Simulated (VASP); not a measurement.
# Na (I4/mmm) in VASP: further runs

The runs below take Na through single point, with PBEsol.

Program: VASP 6.6.1. These are calculated values, not measurements. Logs are shortened: lines on timing, memory, paths and dates and some standing lists are left out, and cuts for length are marked.

### 1 The cell of the first run

It takes space group I4/mmm (No. 139, tetragonal). Conventional cell: a = 3.777 Å, b = 3.777 Å, c = 5.275 Å, α = 90.00°, β = 90.00°, γ = 90.00°. Na (site symmetry 4/mmm) has 12 Na at 3.75 to 3.78 Å within 4.9 Å.

### 2 Single point, PBEsol (one atom moved)

File INCAR:

```
SYSTEM = Na
PREC = Accurate
ENCUT = 520
EDIFF = 1E-6
ISMEAR = 0
SIGMA = 0.1
LREAL = .FALSE.
LASPH = .TRUE.
NELM = 100
ALGO = Normal
ISIF = 2
LWAVE = .FALSE.
LCHARG = .TRUE.
GGA = PS
LELF = .TRUE.
LVHAR = .TRUE.
NBANDS = 10
```

File KPOINTS:

```
regular mesh
0
G
  14 14 14
  0 0 0
```

File POSCAR:

```
Na
1.0
   -1.8882910800      1.8882910800      2.6372766800
    1.8882910800     -1.8882910800      2.6372766800
    1.8882910800      1.8882910800     -2.6372766800
Na
1
Direct
    0.0138682005     -0.0376810554     -0.0222582209
```

Potentials or basis: VASP PAW PBE potentials, release 64 (Na_pv).

The run is started by

```
$ cat potpaw_PBE.64/Na_pv/POTCAR > POTCAR
$ mpirun -np 1 vasp_std > vasp.out
```

OUTCAR:

```text
SYSTEM = Na
   PREC = Accurate
   ENCUT = 520
   EDIFF = 1E-6
   ISMEAR = 0
   LREAL = .FALSE.
   LASPH = .TRUE.
   NELM = 100
   ISIF = 2
   GGA = PS

 ion  position               nearest neighbor table
   1  0.014  0.962  0.978-

  LATTYP: Found a body centered tetragonal cell.
 ALAT       =     3.7765821600
 C/A-ratio  =     1.3966473220

  Lattice vectors:

 A1 = (  -1.8882910800,   1.8882910800,   2.6372766800)
 A2 = (   1.8882910800,  -1.8882910800,   2.6372766800)
 A3 = (   1.8882910800,   1.8882910800,  -2.6372766800)

Analysis of symmetry for initial positions (statically):
=====================================================================
 Subroutine PRICEL returns:
 Original cell was already a primitive cell.

 Routine SETGRP: Setting up the symmetry group for a
 body centered tetragonal supercell.

 Subroutine GETGRP returns: Found 16 space group operations
 (whereof  1 operations were pure point group operations)
 out of a pool of 16 trial point group operations.

The static configuration has the point symmetry C_1 .
 The point group associated with its full space group is D_4h.

Analysis of symmetry for dynamics (positions and initial velocities):
=====================================================================
 Subroutine PRICEL returns:
 Original cell was already a primitive cell.

 Routine SETGRP: Setting up the symmetry group for a
 body centered tetragonal supercell.

 Subroutine GETGRP returns: Found 16 space group operations
 (whereof  1 operations were pure point group operations)
 out of a pool of 16 trial point group operations.

The dynamic configuration has the point symmetry C_1 .
 The point group associated with its full space group is D_4h.

 Subroutine INISYM returns: Found 16 space group operations
 (whereof  1 operations are pure point group operations),
 and found     1 'primitive' translations

----------------------------------------------------------------------------------------

                                     Primitive cell

  volume of cell :      37.6144

  direct lattice vectors                    reciprocal lattice vectors
    -1.888291080  1.888291080  2.637276680     0.000000000  0.264789685  0.189589512
     1.888291080 -1.888291080  2.637276680     0.264789685  0.000000000  0.189589512
     1.888291080  1.888291080 -2.637276680     0.264789685  0.264789685  0.000000000

  length of vectors
     3.753200593  3.753200593  3.753200593     0.325665105  0.325665105  0.374469164

  position of ions in fractional coordinates (direct lattice)
     0.013868200  0.962318945  0.977741779

  ion indices of the primitive-cell ions
   primitive index   ion index
                 1           1

----------------------------------------------------------------------------------------

 KPOINTS: regular mesh

Automatic generation of k-mesh.
 Grid dimensions read from file:
 generate k-points for:   14   14   14

 Generating k-lattice:

  Cartesian coordinates                     Fractional coordinates (reciprocal lattice)
     0.000000000  0.018913549  0.013542108     0.071428571  0.000000000  0.000000000
     0.018913549  0.000000000  0.013542108     0.000000000  0.071428571  0.000000000
     0.018913549  0.018913549  0.000000000     0.000000000  0.000000000  0.071428571

  Length of vectors
     0.023261793  0.023261793  0.026747797

  Shift w.r.t. Gamma in fractional coordinates (k-lattice)
     0.000000000  0.000000000  0.000000000

 Subroutine IBZKPT returns following result:
 ===========================================

 Found    244 irreducible k-points:

 Following reciprocal coordinates:
            Coordinates               Weight
  0.000000  0.000000  0.000000      1.000000
  0.071429 -0.000000  0.000000      8.000000
  0.142857 -0.000000  0.000000      8.000000
  0.214286 -0.000000  0.000000      8.000000
  0.285714 -0.000000  0.000000      8.000000
  0.357143 -0.000000  0.000000      8.000000
[... 16 lines left out ...]
  0.214286  0.142857  0.000000     16.000000
  0.285714  0.142857  0.000000     16.000000
 [... further k-points ...]
   k-points           NKPTS =    244   k-points in BZ     NKDIM =    244   number of bands    NBANDS=     10
   number of dos      NEDOS =    301   number of ions     NIONS =      1
   total plane-waves  NPLWV =  21952
   dimension x,y,z NGX =    28 NGY =   28 NGZ =   28
   dimension x,y,z NGXF=    56 NGYF=   56 NGZF=   56
   ions per type =               1
   NGX,Y,Z   is equivalent  to a cutoff of  12.40, 12.40, 12.40 a.u.
   NGXF,Y,Z  is equivalent  to a cutoff of  24.80, 24.80, 24.80 a.u.
 SYSTEM =  Na
   PREC   = accura    normal or accurate (medium, high low for compatibility)
   ISTART =      0    job   : 0-new  1-cont  2-samecut
   ICHARG =      2    charge: 1-file 2-atom 10-const
   ISPIN  =      1    spin polarized calculation?
   LNONCOLLINEAR =      F non collinear calculations
   LSORBIT =      F    spin-orbit coupling
[... 56 lines left out ...]
 Fermi energy:         0.2526317504

 k-point     1 :       0.0000    0.0000    0.0000
  band No.  band energies     occupation
      1     -24.5285      2.00000
      2     -24.5284      2.00000
      3     -24.5284      2.00000
      4      -2.9835      2.00000
      5      11.2562      0.00000
      6      11.2562      0.00000
      7      11.2994      0.00000
      8      12.3504      0.00000
      9      12.8117      0.00000
     10      12.8120      0.00000

 k-point     2 :       0.0714   -0.0000    0.0000
  band No.  band energies     occupation
      1     -24.5301      2.00000
      2     -24.5287      2.00000
      3     -24.5287      2.00000
      4      -2.8994      2.00000
      5       9.9573      0.00000
      6      11.0698      0.00000
      7      11.1110      0.00000
      8      12.4207      0.00000
      9      13.1190      0.00000
     10      13.1310      0.00000

 k-point     3 :       0.1429   -0.0000    0.0000
  band No.  band energies     occupation
      1     -24.5348      2.00000
      2     -24.5294      2.00000
      3     -24.5293      2.00000
      4      -2.6479      2.00000
      5       8.2164      0.00000
      6      10.7414      0.00000
      7      10.8050      0.00000
      8      12.0747      0.00000
      9      13.7581      0.00000
     10      13.7757      0.00000

 k-point     4 :       0.2143   -0.0000    0.0000
  band No.  band energies     occupation
      1     -24.5416      2.00000
      2     -24.5304      2.00000
      3     -24.5302      2.00000
      4      -2.2314      2.00000
      5       6.5358      0.00000
      6      10.4632      0.00000
      7      10.5500      0.00000
      8      11.7459      0.00000
      9      13.1818      0.00000
     10      13.4216      0.00000

 k-point     5 :       0.2857   -0.0000    0.0000
  band No.  band energies     occupation
      1     -24.5491      2.00000
      2     -24.5315      2.00000
      3     -24.5311      2.00000
      4      -1.6538      2.00000
      5       4.9641      0.00000
      6      10.2834      0.00000
      7      10.3935      0.00000
      8      11.5174      0.00000
      9      12.4281      0.00000
     10      12.6601      0.00000

 k-point     6 :       0.3571   -0.0000    0.0000
  band No.  band energies     occupation
      1     -24.5558      2.00000
      2     -24.5325      2.00000
      3     -24.5320      2.00000
      4      -0.9206      2.00000
      5       3.5185      0.00000
      6      10.2067      0.00000
      7      10.3398      0.00000
      8      11.3956      0.00000
      9      11.8221      0.00000
     10      12.0451      0.00000
[... 183 lines left out ...]
 k-point    21 :      -0.0714    0.0714    0.0000
  band No.  band energies     occupation
      1     -24.5301      2.00000
      2     -24.5291      2.00000
      3     -24.5290      2.00000
      4      -2.8723      2.00000
      5      10.3112      0.00000
      6      10.5817      0.00000
      7      10.6111      0.00000
      8      12.2422      0.00000
      9      13.5165      0.00000
     10      13.6885      0.00000

 k-point    22 :       0.1429    0.1429    0.0000
  band No.  band energies     occupation
      1     -24.5419      2.00000
      2     -24.5333      2.00000
      3     -24.5298      2.00000
      4      -2.0896      2.00000
      5       6.9544      0.00000
      6       7.8857      0.00000
      7      11.9743      0.00000
      8      12.1336      0.00000
      9      12.8473      0.00000
     10      13.3861      0.00000

 k-point    23 :       0.2143    0.1429    0.0000
  band No.  band energies     occupation
      1     -24.5474      2.00000
      2     -24.5354      2.00000
      3     -24.5307      2.00000
      4      -1.5663      2.00000
      5       5.6473      0.00000
      6       7.3374      0.00000
      7      11.1271      0.00000
      8      12.0801      0.00000
      9      12.4108      0.00000
     10      13.5565      0.00000

 k-point    24 :       0.2857    0.1429    0.0000
  band No.  band energies     occupation
      1     -24.5530      2.00000
      2     -24.5370      2.00000
      3     -24.5319      2.00000
      4      -0.8864      2.00000
      5       4.2162      0.00000
      6       7.1813      0.00000
      7      10.4064      0.00000
      8      11.3706      0.00000
      9      12.4909      0.00000
     10      13.5632      0.00000

 [... further k-points ...]
[... 5 lines left out ...]
  --------------------------------------------------------------------------------------
  -------------------------------------------------------------------------------------
  Total       -0.0665782     -0.0665782     -0.0631892      0.0000000      0.0000000      0.0000000
  in kB       -2.8358861     -2.8358861     -2.6915350      0.0000000      0.0000000      0.0000000
  external PRESSURE =      -2.7877691 kB  Pullay stress =       0.0000000 kB

 VOLUME and BASIS-vectors are now :
 -----------------------------------------------------------------------------
  energy-cutoff  :      520.00
  volume of cell :       37.61
      direct lattice vectors                 reciprocal lattice vectors
    -1.888291080  1.888291080  2.637276680     0.000000000  0.264789685  0.189589512
     1.888291080 -1.888291080  2.637276680     0.264789685  0.000000000  0.189589512
     1.888291080  1.888291080 -2.637276680     0.264789685  0.264789685  0.000000000

 POSITION                                       TOTAL-FORCE (eV/Angst)
 -----------------------------------------------------------------------------------
      3.63721      0.05531     -0.00410        -0.000000      0.000000      0.000000
 -----------------------------------------------------------------------------------
    total drift:                               -0.000009     -0.000014     -0.000005

  FREE ENERGIE OF THE ION-ELECTRON SYSTEM (eV)
  ---------------------------------------------------
  free  energy   TOTEN  =        -1.4013916672 eV

  energy  without entropy=       -1.3990419093  energy(sigma->0) =       -1.40021679
```

Wall time 38 s (1 thread of AMD EPYC 7R13 (Zen 3), shared host); peak memory 0.17 GiB.

Results:

```
Free energy : -1.4014 eV
Pressure    : -0.3 GPa
```

Caveat: the cell differs from its parent crystal (one atom moved); the PAW data sets were made with another functional, which shifts forces and pressure a little.

### 3 Single point, PBEsol (strained)

File INCAR:

```
ALGO = Normal
EDIFF = 1E-7
ENCUT = 520
GGA = PS
ISIF = 2
ISMEAR = 0
LASPH = True
LCHARG = False
LREAL = False
LWAVE = False
NBANDS = 10
NELM = 100
PREC = Accurate
SIGMA = 0.1
```

File KPOINTS:

```
k-points
0
Gamma
  14 14 14
```

File POSCAR:

```
Na
1.0
   -1.9841029694      1.9841029694      2.7315329485
    1.9841029694     -1.9841029694      2.7315329485
    1.9841029694      1.9841029694     -2.7315329485
Na
1
Direct
    0.0000000000      0.0000000000      0.0000000000
```

Potentials or basis: VASP PAW PBE potentials, release 64 (Na_pv).

The run is started by

```
$ cat potpaw_PBE.64/Na_pv/POTCAR > POTCAR
$ mpirun -np 1 vasp_std > vasp.out
```

It took 52 s on 1 thread of AMD EPYC 7R13 (Zen 3), shared host; peak memory 0.19 GiB.

Results (log left out):

* Free energy: -1.3794 eV
* Pressure: -1.0 GPa

Levels at points of the mesh, in eV from the Fermi level:
| k point | band 1 | band 2 | band 3 | band 4 | band 5 | band 6 | band 7 | band 8 | band 9 |
| --- | --- | --- | --- | --- | --- | --- | --- | --- | --- |
| (0.00, 0.00, 0.00) | -24.90 | -24.90 | -24.90 | -2.97 | 10.21 | 10.21 | 10.30 | 11.23 | 11.41 |
| (0.50, 0.00, 0.00) | -24.92 | -24.91 | -24.90 | 0.55 | 0.84 | 9.20 | 9.51 | 9.86 | 10.02 |
| (0.50, 0.50, 0.00) | -24.92 | -24.91 | -24.91 | 1.54 | 2.05 | 5.93 | 6.53 | 6.56 | 8.14 |
| (0.50, 0.50, 0.50) | -24.92 | -24.91 | -24.91 | 1.79 | 2.30 | 5.72 | 6.27 | 6.27 | 7.91 |

Caveat: the cell differs from its parent crystal (strained); the PAW data sets were made with another functional, which shifts forces and pressure a little.

### 4 Single point, PBEsol (strained)

File INCAR:

```
ALGO = Fast
EDIFF = 1E-6
ENCUT = 520
GGA = PS
ISIF = 2
ISMEAR = 0
LASPH = True
LCHARG = False
LREAL = False
LWAVE = False
NBANDS = 10
NELM = 80
PREC = Accurate
SIGMA = 0.1
```

File KPOINTS:

```
k-points
0
Gamma
  16 16 16
```

File POSCAR:

```
Na
1.0
   -1.7989182632      1.7989182632      2.5915726751
    1.7989182632     -1.7989182632      2.5915726751
    1.7989182632      1.7989182632     -2.5915726751
Na
1
Direct
    0.0000000000      0.0000000000      0.0000000000
```

The run is started by

```
$ cat potpaw_PBE.64/Na_pv/POTCAR > POTCAR
$ mpirun -np 1 vasp_std > vasp.out
```

Run time: 67 s. Hardware: 1 thread of AMD EPYC 7R13 (Zen 3), shared host; peak memory 0.19 GiB.

It converged, with:

```
Free energy : -1.3957 eV
Pressure    : 0.8 GPa
```

Stress tensor (GPa, compression positive):
```
0.87 0.00 0.00
0.00 0.87 0.00
0.00 0.00 0.77
```

Levels at points of the mesh, in eV from the Fermi level:
| k point | band 1 | band 2 | band 3 | band 4 | band 5 | band 6 | band 7 | band 8 | band 9 |
| --- | --- | --- | --- | --- | --- | --- | --- | --- | --- |
| (0.00, 0.00, 0.00) | -24.72 | -24.72 | -24.72 | -3.50 | 11.66 | 11.73 | 11.73 | 12.88 | 13.60 |
| (0.50, 0.00, 0.00) | -24.77 | -24.72 | -24.72 | 0.55 | 1.07 | 10.53 | 10.81 | 11.67 | 12.07 |
| (0.50, 0.50, 0.00) | -24.76 | -24.74 | -24.73 | 1.94 | 2.51 | 6.49 | 7.57 | 7.58 | 9.90 |
| (0.50, 0.50, 0.50) | -24.76 | -24.73 | -24.73 | 1.73 | 2.32 | 6.66 | 7.79 | 7.79 | 10.06 |

Caveat: the cell differs from its parent crystal (strained); the PAW data sets were made with another functional, which shifts forces and pressure a little.

### 5 Single point, PBEsol (strained)

File INCAR:

```
PREC     = Accurate       # precision mode
ENCUT    = 520            # plane-wave cutoff, eV
EDIFF    = 1E-6           # SCF threshold, eV
ISMEAR   = 0              # smearing method
SIGMA    = 0.1            # smearing width, eV
LREAL    = F              # projectors in reciprocal space
LASPH    = T              # aspherical terms in the spheres
NELM     = 80             # most SCF steps
ALGO     = Fast           # electronic algorithm
ISIF     = 2              # what is computed and relaxed
LWAVE    = F              # write WAVECAR
LCHARG   = T              # write CHGCAR
GGA      = PS             # functional
LELF     = T              # ELF
LVHAR    = T            
NBANDS   = 10             # bands
```

File KPOINTS:

```
regular mesh
0
Gamma
  16 16 16
```

File POSCAR:

```
Na
1.0
   -1.8612696346      1.8612696346      2.5599781005
    1.8612696346     -1.8612696346      2.5599781005
    1.8612696346      1.8612696346     -2.5599781005
Na
1
Direct
    0.0000000000      0.0000000000      0.0000000000
```

The run is started by

```
$ cat potpaw_PBE.64/Na_pv/POTCAR > POTCAR
$ mpirun -np 1 vasp_std > vasp.out
```

It took 69 s on 1 thread of AMD EPYC 7R13 (Zen 3), shared host; peak memory 0.19 GiB.

Results (log left out):

```yaml
Free_energy: -1.4012 eV
Pressure: 0.3 GPa
```

Levels at points of the mesh, in eV from the Fermi level:
```tsv
k point	band 1	band 2	band 3	band 4	band 5	band 6	band 7	band 8	band 9
(0.00, 0.00, 0.00)	-24.76	-24.76	-24.76	-3.38	11.33	11.33	11.43	12.49	13.07
(0.50, 0.00, 0.00)	-24.80	-24.76	-24.76	0.54	1.01	10.17	10.54	11.30	11.35
(0.50, 0.50, 0.00)	-24.80	-24.77	-24.77	1.70	2.28	6.47	7.45	7.47	9.57
(0.50, 0.50, 0.50)	-24.80	-24.77	-24.77	2.00	2.56	6.22	7.14	7.14	9.32
```

Caveat: the cell differs from its parent crystal (strained); the PAW data sets were made with another functional, which shifts forces and pressure a little.

### 6 Single point, PBEsol

File INCAR:

```
  PREC = Accurate
  ENCUT = 520
  EDIFF = 1E-6
  ISMEAR = 0
  SIGMA = 0.1
  LREAL = False
  LASPH = True
  NELM = 80
  ALGO = Fast
  ISIF = 2
  LWAVE = False
  LCHARG = False
  GGA = PS
  NBANDS = 10
```

File KPOINTS:

```
Automatic mesh
0
Gamma
  16 16 16
```

File POSCAR:

```
Na
1.0
   -1.8882910800      1.8882910800      2.6372766800
    1.8882910800     -1.8882910800      2.6372766800
    1.8882910800      1.8882910800     -2.6372766800
Na
1
Direct
    0.0000000000      0.0000000000      0.0000000000
```

Potentials or basis: VASP PAW PBE potentials, release 64 (Na_pv).

The run is started by

```
$ cat potpaw_PBE.64/Na_pv/POTCAR > POTCAR
$ mpirun -np 1 vasp_std > vasp.out
```

It took 68 s on 1 thread of AMD EPYC 7R13 (Zen 3), shared host; peak memory 0.2 GiB.

Results (log left out):

```
Free energy : -1.4008 eV
Pressure    : -0.2 GPa
```

Levels at points of the mesh, in eV from the Fermi level:
| k point | band 2 | band 3 | band 4 | band 5 | band 6 | band 7 |
| --- | --- | --- | --- | --- | --- | --- |
| (0.00, 0.00, 0.00) | -24.80 | -24.80 | -3.25 | 10.99 | 10.99 | 11.03 |
| (0.50, 0.00, 0.00) | -24.80 | -24.80 | 0.54 | 0.95 | 9.96 | 10.13 |
| (0.50, 0.50, 0.00) | -24.81 | -24.81 | 1.70 | 2.26 | 6.25 | 7.10 |
| (0.50, 0.50, 0.50) | -24.81 | -24.81 | 1.83 | 2.38 | 6.15 | 6.97 |

Caveat: the PAW data sets were made with another functional, which shifts forces and pressure a little.

### 7 Summary

```csv
cell,k mesh,gap on the mesh (eV),pressure (GPa)
"a = 3.753 Å, angles 119.6, 119.6, 90.7°, 1 atom",14 × 14 × 14,none,-0.3
"a = 3.916 Å, angles 119.1, 119.1, 91.5°, 1 atom",14 × 14 × 14,none,-1.0
"a = 3.632 Å, angles 120.6, 120.6, 88.9°, 1 atom",16 × 16 × 16,none,0.8
"a = 3.672 Å, angles 119.1, 119.1, 91.6°, 1 atom",16 × 16 × 16,none,0.3
"a = 3.753 Å, angles 119.6, 119.6, 90.7°, 1 atom",16 × 16 × 16,none,-0.2
```

Alike in all rows: task single point; level PBEsol; potentials or basis VASP PAW PBE potentials, release 64 (Na_pv); no spin polarisation; cutoff (eV) 520; smearing gaussian 0.1 eV.

Caveats: the PAW data sets were made with another functional, which shifts forces and pressure a little.

Absolute energies hang on the potentials; compare differences alone.
